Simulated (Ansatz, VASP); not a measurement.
Hf: VASP beside Ansatz

INCAR

```
SYSTEM = Hf
PREC = Accurate ; ENCUT = 520
EDIFF = 1E-6 ; ISMEAR = -1
SIGMA = 0.05 ; LREAL = .False.
LASPH = .True. ; NELM = 60
ALGO = Normal ; ISIF = 2
LWAVE = .False. ; LCHARG = .True.
LELF = .True. ; LVHAR = .True.
NBANDS = 17
```

KPOINTS

```
Automatic mesh
0
Gamma
  11 11 11
  0 0 0
```

Contents of POSCAR:

```
Hf
1.0
    0.0000000000      2.9358134754      2.9358134754
    2.9358134754      0.0000000000      2.9358134754
    2.9358134754      2.9358134754      0.0000000000
Hf
2
Direct
   -0.1250000000     -0.1250000000     -0.1250000000
    0.1250000000      0.1250000000      0.1250000000
```

Input for Ansatz:

```yaml
crystal:
  lattice:
    - [0.0, 2.9358134754, 2.9358134754]
    - [2.9358134754, 0.0, 2.9358134754]
    - [2.9358134754, 2.9358134754, 0.0]
  atoms:
    - { symbol: Hf, position: [-0.125, -0.125, -0.125] }
    - { symbol: Hf, position: [0.125, 0.125, 0.125] }
kpoints:
  mp_grid: { grid: [11, 11, 11] }
scf:
  occupations: { method: fermi_dirac, width: 0.05 }
hamiltonian:
  xc: lda
  pseudopotentials: { kind: all_electron, lapw: { basis_error: 0.001 } }
output:
  forces: true
  stress: true
  eigenvalues: true
  populations: true
```

Change from the starting cell: volume scaled by 0.84, LAPW.

Alike in both runs: task single point; functional LDA; k mesh 11 × 11 × 11; occupations fermi-dirac, width 0.05 eV; no spin polarisation.

|  | VASP | Ansatz |
| --- | --- | --- |
| version | VASP 6.6.1 | Ansatz 0.2.0 |
| potentials or method | VASP PAW LDA potentials, release 64 (Hf_pv), cutoff 520 eV | all-electron LAPW, scalar-relativistic |

VASP gave:

- pressure (GPa): 7.0

Estimate Ansatz's values.

pressure (GPa): 7.6.

LDA's correlation is that of Perdew and Zunger in VASP and of Perdew and Wang (1992) in Ansatz. Ansatz ran all-electron here, and VASP with PAW potentials.

Spin-orbit coupling is off throughout.
